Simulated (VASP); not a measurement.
A run of VASP 6.6.1 is set up as follows.

The input INCAR:

```
PREC = Accurate
ENCUT = 600
EDIFF = 1E-7
ISMEAR = 0
SIGMA = 0.01
LREAL = False
LASPH = True
NELM = 120
ALGO = Normal
ISIF = 3
LWAVE = False
LCHARG = False
GGA = RE
IVDW = 12
IBRION = 2
NSW = 80
EDIFFG = -0.01
GGA_COMPAT = False
NELMIN = 4
```

KPOINTS

```
Automatic mesh
0
Gamma
  7 7 7
```

POSCAR

```
SiC
1.0
    0.0000000000      2.1790000000      2.1790000000
    2.1790000000      0.0000000000      2.1790000000
    2.1790000000      2.1790000000      0.0000000000
Si C
1 1
Direct
    0.0000000000      0.0000000000      0.0000000000
    0.2500000000      0.2500000000      0.2500000000
```

Potentials or basis: VASP PAW PBE potentials, release 64 (Si, C).

Launch:

```bash
$ cat potpaw_PBE.64/Si/POTCAR potpaw_PBE.64/C/POTCAR > POTCAR
$ mpirun -np 1 vasp_std > vasp.out
```

Task: Predict the relaxed volume.

Result: 10.15 Å³/atom.

Task: Predict the relaxed cell.

Result: a = 3.062 Å, b = 3.062 Å, c = 3.062 Å, α = 60.00°, β = 60.00°, γ = 60.00°.

Task: Predict the space group after relaxing (to 0.05 Å).

Result: F-43m (No. 216).

Task: Predict the band gap on the k mesh.

Result: 1.59 eV, indirect (least direct gap 4.69 eV).

The path:
```tsv
step	energy change (eV)	largest force (eV/Å)	pressure (GPa)	volume (Å³)
1	0.0000	0.0000	-4.23	20.69
2	0.0005	0.0000	4.75	19.89
3	-0.0054	0.0000	0.00	20.29
```

Caveat: the PAW data sets were made with another functional, which shifts forces and pressure a little. A k mesh can miss the band edges.
